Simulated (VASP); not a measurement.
# Ti (Im-3m) in VASP: a series of runs

The runs below take Ti through single point, with LDA.

All numbers are computed with VASP 6.6.1; they aren't measurements. Logs are shortened: lines on timing, memory, paths and dates and some standing lists are left out, and cuts for length are marked.

### Step 1. The cell of the first run

It takes space group Im-3m (No. 229, cubic). The conventional cell has a = 3.238 Å, b = 3.238 Å, c = 3.238 Å, α = 90.00°, β = 90.00°, γ = 90.00°. Within 3.7 Å of Ti (site symmetry m-3m) lie 14 Ti at 2.80 to 3.24 Å.

### Step 2. Single point, LDA (volume scaled by 0.96)

The input, INCAR:

```
PREC = Accurate
ENCUT = 520
EDIFF = 1E-6
ISMEAR = -1
SIGMA = 0.05
LREAL = False
LASPH = True
NELM = 60
ALGO = Fast
ISIF = 2
LWAVE = False
LCHARG = False
NBANDS = 12
```

The input, KPOINTS:

```
Automatic mesh
0
Gamma
  11 11 11
```

The input, POSCAR:

```
Ti
1.0
   -1.6188216056      1.6188216056      1.6188216056
    1.6188216056     -1.6188216056      1.6188216056
    1.6188216056      1.6188216056     -1.6188216056
Ti
1
Direct
    0.0000000000      0.0000000000      0.0000000000
```

Potentials or basis: VASP PAW LDA potentials, release 64 (Ti_sv).

The run is started by

```
cat potpaw_LDA.64/Ti_sv/POTCAR > POTCAR
mpirun -np 1 vasp_std > vasp.out
```

OUTCAR:

```text
PREC = Accurate
   ENCUT = 520
   EDIFF = 1E-6
   ISMEAR = -1
   LREAL = False
   LASPH = True
   NELM = 60
   ISIF = 2

 ion  position               nearest neighbor table
   1  0.000  0.000  0.000-

  LATTYP: Found a body centered cubic cell.
 ALAT       =     3.2376432112

  Lattice vectors:

 A1 = (  -1.6188216056,   1.6188216056,   1.6188216056)
 A2 = (   1.6188216056,  -1.6188216056,   1.6188216056)
 A3 = (   1.6188216056,   1.6188216056,  -1.6188216056)

Analysis of symmetry for initial positions (statically):
=====================================================================
 Subroutine PRICEL returns:
 Original cell was already a primitive cell.

 Routine SETGRP: Setting up the symmetry group for a
 body centered cubic supercell.

 Subroutine GETGRP returns: Found 48 space group operations
[... 9 lines left out ...]

 Routine SETGRP: Setting up the symmetry group for a
 body centered cubic supercell.

 Subroutine GETGRP returns: Found 48 space group operations
[... 11 lines left out ...]
                                     Primitive cell

  volume of cell :      16.9690

  direct lattice vectors                    reciprocal lattice vectors
    -1.618821606  1.618821606  1.618821606     0.000000000  0.308866646  0.308866646
     1.618821606 -1.618821606  1.618821606     0.308866646  0.000000000  0.308866646
     1.618821606  1.618821606 -1.618821606     0.308866646  0.308866646  0.000000000

  length of vectors
     2.803881269  2.803881269  2.803881269     0.436803400  0.436803400  0.436803400

  position of ions in fractional coordinates (direct lattice)
     0.000000000  0.000000000  0.000000000

  ion indices of the primitive-cell ions
   primitive index   ion index
                 1           1

----------------------------------------------------------------------------------------

 KPOINTS: Automatic mesh

Automatic generation of k-mesh.
 Grid dimensions read from file:
 generate k-points for:   11   11   11

 Generating k-lattice:

  Cartesian coordinates                     Fractional coordinates (reciprocal lattice)
     0.000000000  0.028078786  0.028078786     0.090909091  0.000000000  0.000000000
     0.028078786  0.000000000  0.028078786     0.000000000  0.090909091  0.000000000
     0.028078786  0.028078786  0.000000000     0.000000000  0.000000000  0.090909091

  Length of vectors
     0.039709400  0.039709400  0.039709400

  Shift w.r.t. Gamma in fractional coordinates (k-lattice)
     0.000000000  0.000000000  0.000000000
[... 51 lines left out ...]
   EDIFF  = 0.1E-05   stopping-criterion for ELM
   LREAL  =      F    real-space projection
   EDIFFG = 0.1E-04   stopping-criterion for IOM
   NSW    =      0    number of steps for IOM
   IBRION =     -1    ionic relax: 0-MD 1-quasi-New 2-CG
   NFREE  =      0    steps in history (QN), initial steepest desc. (CG)
   ISIF   =      2    stress and relaxation
   ISYM   =      2    0-nonsym 1-usesym 2-fastsym
   POTIM  = 0.5000    time-step for ionic-motion
   TEBEG  =    0.0;   TEEND  =   0.0 temperature during run
   PSTRESS=    0.0 pullay stress
   NELECT =      12.0000    total number of electrons
   NUPDOWN=      -1.0000    fix difference up-down
   EMIN   =  10.00;   EMAX   =-10.00  energy-range for DOS
   EFERMI =   0.00;   METHOD = LEGACY
   ISMEAR =    -1;   SIGMA  =   0.05  broadening in eV -4-tet -1-fermi 0-gaus
   EFERMI_NEDOS =   21; number of points for ismear=-14 and -15
   IALGO  =     68    algorithm
   IMIX   =      4    mixing-type and parameters
     AMIX     =   0.40;   BMIX     =  1.00
     AMIX_MAG =   1.60;   BMIX_MAG =  1.00
  volume/ion in A,a.u.               =      16.97       114.51
  Fermi-wavevector in a.u.,A,eV,Ry     =   1.458533  2.756228 28.943925  2.127318
  Thomas-Fermi vector in A             =   2.575206
   LORBIT       =      0    0 simple, 1 ext, 2 COOP (PROOUT), +10 PAW based schemes
   GGA     = CA    functional components
   LHFCALC =     F    Hartree Fock is set to
   AEXX    =    0.0000 exact exchange contribution
   IVDW    =     0    specifies the selected vdW correction
   LEPSILON=     F    determine dielectric tensor
   LRPA    =     F    only Hartree local field effects (RPA)
 non-spin polarized calculation
 RMM-DIIS sequential band-by-band and
  energy-cutoff  :      520.00
  volume of cell :       16.97
 maximum number of plane-waves:       470
 NGX is ok and might be reduce to    24
   NGX = 11   NGY = 11   NGZ = 11

 number of electron      11.9999996 magnetization

 Free energy of the ion-electron system (eV)
  ---------------------------------------------------
  ext. energy  EPLUGINS =         0.00000000
  ---------------------------------------------------
  free energy    TOTEN  =        -8.44309202 eV

  energy without entropy =       -8.42364256  energy(sigma->0) =       -8.43336729

 E-fermi :   8.0749     XC(G=0): -11.8907

 val. band max:        8.0635555602   @ k =   0.2727   0.0909   0.0909
 cond. band min:       8.0806397185   @ k =  -0.3636   0.3636   0.0909
 fundamental gap:      0.0170841583
 Fermi energy:         8.0749461954

 k-point     1 :       0.0000    0.0000    0.0000
  band No.  band energies     occupation
      1     -47.6925      2.00000
      2     -23.8892      2.00000
      3     -23.8892      2.00000
      4     -23.8892      2.00000
      5       2.1672      2.00000
      6       9.0617      0.00000
      7       9.0617      0.00000
      8       9.0617      0.00000
      9      10.8890      0.00000
     10      10.8890      0.00000
     11      25.7481      0.00000
     12      25.7481      0.00000
[... 331 lines left out ...]
 k-point    24 :       0.3636    0.1818    0.0909
  band No.  band energies     occupation
      1     -47.5315      2.00000
      2     -24.5032      2.00000
      3     -24.2226      2.00000
      4     -24.0088      2.00000
      5       6.6045      2.00000
      6       7.4543      1.99999
      7       8.2035      0.14214
      8      11.0789      0.00000
      9      11.2798      0.00000
     10      14.6417      0.00000
     11      16.9447      0.00000
     12      19.5010      0.00000

 [... further k-points ...]
[... 5 lines left out ...]
  --------------------------------------------------------------------------------------
  -------------------------------------------------------------------------------------
  Total       -0.7915290     -0.7915290     -0.7915290      0.0000000     -0.0000000      0.0000000
  in kB      -74.7343791    -74.7343791    -74.7343791      0.0000000     -0.0000000      0.0000000
  external PRESSURE =     -74.7343791 kB  Pullay stress =       0.0000000 kB

 VOLUME and BASIS-vectors are now :
 -----------------------------------------------------------------------------
  energy-cutoff  :      520.00
  volume of cell :       16.97
      direct lattice vectors                 reciprocal lattice vectors
    -1.618821606  1.618821606  1.618821606     0.000000000  0.308866646  0.308866646
     1.618821606 -1.618821606  1.618821606     0.308866646  0.000000000  0.308866646
     1.618821606  1.618821606 -1.618821606     0.308866646  0.308866646  0.000000000

 POSITION                                       TOTAL-FORCE (eV/Angst)
 -----------------------------------------------------------------------------------
      0.00000      0.00000      0.00000         0.000000      0.000000     -0.000000
 -----------------------------------------------------------------------------------
    total drift:                               -0.000000     -0.000000      0.000000

  FREE ENERGIE OF THE ION-ELECTRON SYSTEM (eV)
  ---------------------------------------------------
  free  energy   TOTEN  =        -8.4430920178 eV

  energy  without entropy=       -8.4236425578  energy(sigma->0) =       -8.43336729
```

OSZICAR:

```text
N       E                     dE             d eps       ncg     rms          rms(c)
DAV:   1     0.844557864640E+02    0.84456E+02   -0.65536E+03  1352   0.121E+03
DAV:   2    -0.539500031006E+01   -0.89851E+02   -0.87553E+02  1356   0.294E+02
DAV:   3    -0.937316295647E+01   -0.39782E+01   -0.39301E+01  1848   0.633E+01
[... 14 lines left out ...]
RMM:  18    -0.844308880047E+01   -0.17988E-05   -0.35901E-05  1466   0.335E-02    0.849E-02
RMM:  19    -0.844309017236E+01   -0.13719E-05   -0.48846E-05  1592   0.625E-02    0.416E-02
RMM:  20    -0.844309080737E+01   -0.63502E-06   -0.20859E-05  1387   0.372E-02    0.170E-02
RMM:  21    -0.844309159252E+01   -0.78515E-06   -0.11077E-05  1262   0.213E-02    0.604E-03
RMM:  22    -0.844309201779E+01   -0.42527E-06   -0.50060E-06  1064   0.130E-02
   1 F= -.84430920E+01 E0= -.84333673E+01  d E =-.194495E-01
```

stdout:

```text
POSCAR found type information on POSCAR Ti
 POSCAR found :  1 types and       1 ions
 scaLAPACK will be used
 LDA part: xc-table for (Slater(with rela. corr.)+CA(PZ))
 , standard interpolation
 POSCAR, INCAR and KPOINTS ok, starting setup
 FFT: planning ... GRIDC
 FFT: planning ... GRID_SOFT
 FFT: planning ... GRID
 WAVECAR not read
 entering main loop
```

Wall time 19 s (1 thread of AMD EPYC 7R43 (Zen 3), shared host); peak memory 0.1 GiB.

Results:

```yaml
Free_energy: -8.4431 eV
Pressure: -7.5 GPa
Band_gap_on_the_k_mesh: zero (band 6 reaches 9.08 eV, above the bottom of band 7 at 7.46 eV)
```

Levels at points of the mesh, in eV from the Fermi level:
```tsv
k point	band 4	band 5	band 6	band 7	band 8	band 9
(0.00, 0.00, 0.00)	-31.96	-5.91	0.99	0.99	0.99	2.81
```

[end of part 1 of 2]
